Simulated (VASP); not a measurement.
Input of a VASP 6.6.1 run:

File POSCAR:

```
B2Ru
1.0
    2.8650000000      0.0000000000      0.0000000000
    0.0000000000      4.6450000000      0.0000000000
    0.0000000000      0.0000000000      4.0450000000
B Ru
4 2
Direct
    0.0000000000      0.8090000000      0.3610000000
    0.0000000000      0.1910000000      0.3610000000
    0.5000000000      0.3090000000      0.6390000000
    0.5000000000      0.6910000000      0.6390000000
    0.0000000000      0.0000000000      0.8492000000
    0.5000000000      0.5000000000      0.1508000000
```

The input INCAR.step1:

```
ALGO = Normal ; EDIFF = 1E-4
ENCUT = 600 ; GGA = PE
ISMEAR = -1 ; LASPH = True
LCHARG = False ; LREAL = False
LWAVE = True ; NELM = 60
PREC = Accurate ; SIGMA = 0.1
```

Contents of INCAR.step2:

```
ALGO = Normal ; EDIFF = 1E-7
EDIFFG = -0.01 ; ENCUT = 600
IBRION = 2 ; ISIF = 3
ISMEAR = -1 ; ISTART = 1
LASPH = True ; LCHARG = False
LMIXTAU = True ; LREAL = False
LWAVE = False ; METAGGA = R2SCAN
NELM = 60 ; NSW = 80
PREC = Accurate ; SIGMA = 0.1
```

Contents of KPOINTS:

```
k-points
0
Gamma
  9 5 6
```

Potentials or basis: VASP PAW PBE potentials, release 64 (B, Ru_pv).

Command:

```bash
$ cat potpaw_PBE.64/B/POTCAR potpaw_PBE.64/Ru_pv/POTCAR > POTCAR
$ cp INCAR.step1 INCAR
$ mpirun -np 1 vasp_std > vasp.out
$ cp INCAR.step2 INCAR
$ mpirun -np 1 vasp_std > vasp.out
```

What does it give for the relaxed cell?

a = 2.874 Å, b = 4.642 Å, c = 4.040 Å, α = 90.00°, β = 90.00°, γ = 90.00°.

What does it give for the space group after relaxing (to 0.1 Å)?

Pmmn (No. 59).

Final structure:
```
B Ru
1.0
     2.87352    0.00000    0.00000
     0.00000    4.64246    0.00000
     0.00000    0.00000    4.03957
B Ru
4 2
Direct
  0.00000 0.80383 0.36283
  0.00000 0.19617 0.36283
  0.50000 0.30383 0.63717
  0.50000 0.69617 0.63717
  0.00000 0.00000 0.84715
  0.50000 0.50000 0.15285
```
